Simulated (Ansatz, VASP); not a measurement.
## ZnS: VASP beside Ansatz

```
Zn S
1.0
    -2.69451   -2.69451    0.00000
     2.69451   -2.69451    0.00000
    -1.79616    0.00000   10.77805
Zn S
4 4
Direct
  0.43751 0.56249 0.18750
  0.85418 0.14582 0.43750
  0.27086 0.72914 0.68750
  0.68753 0.31247 0.93750
  0.39584 0.10416 0.31250
  0.81252 0.68748 0.56250
  0.22919 0.27081 0.81250
  0.97917 0.52083 0.06250
```

Alike in both runs: task single point; functional r2SCAN; k mesh 6 × 6 × 2; occupations gaussian, width 0.05 eV; no spin polarisation.

```csv
,VASP,Ansatz
version,VASP 6.6.1,Ansatz 0.2.0
potentials or method,"VASP PAW PBE potentials, release 64 (Zn, S), cutoff 520 eV","scalar-relativistic, plane waves, PAW"
valence electrons in the cell,72,72
```

|  | VASP | Ansatz | Ansatz less VASP |
| --- | --- | --- | --- |
| gap on the k mesh at the Fermi level (eV) | 1.53 | 1.53 | +0.002 |
| least direct gap on the mesh (eV) | 1.53 | 1.53 | +0.002 |
| pressure (GPa) | 5.0 | 4.9 | -0.10 |
| traceless stress, the component that is largest in VASP (GPa) | 6.30 | 6.25 | -0.049 |
| rms of the force components (eV/Å) | 1.528 | 1.505 | -0.0223 |

VASP's potentials were made for PBE, not for r2SCAN. Atom by atom the forces differ by 0.025 eV/Å (rms over components). With one functional, cell and mesh, what is left measures potentials, basis and numerics.
